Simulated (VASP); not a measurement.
A run of VASP 6.6.1:

The input INCAR:

```
PREC = Accurate
ENCUT = 520
EDIFF = 1E-6
ISMEAR = -1
SIGMA = 0.05
LREAL = F
LASPH = T
NELM = 100
ALGO = Normal
ISIF = 2
LWAVE = F
LCHARG = F
NBANDS = 14
```

File KPOINTS:

```
regular mesh
0
Gamma
  9 9 9
```

Contents of POSCAR:

```
MgTl
1.0
    3.5986500000      0.0000000000      0.0000000000
    0.0000000000      3.5986500000      0.0000000000
    0.0000000000      0.0000000000      3.6350000000
Mg Tl
1 1
Direct
    0.0000000000      0.0000000000      0.0000000000
    0.5000000000      0.5000000000      0.5000000000
```

Potentials or basis: VASP PAW LDA potentials, release 64 (Mg, Tl_d).

Command:

```sh
$ cat potpaw_LDA.64/Mg/POTCAR potpaw_LDA.64/Tl_d/POTCAR > POTCAR
$ mpirun -np 1 vasp_std > vasp.out
```

Hardware: 1 thread of Intel(R) Xeon(R) Platinum 8259CL CPU @ 2.50GHz (Skylake/Cascade Lake) (shared host).

Q: How long does it take, and how much memory?

A: It took 29 s on 1 thread of Intel(R) Xeon(R) Platinum 8259CL CPU @ 2.50GHz (Skylake/Cascade Lake), on a shared host, peak memory 0.18 GiB. Counts: scf iterations 11, k points 75.
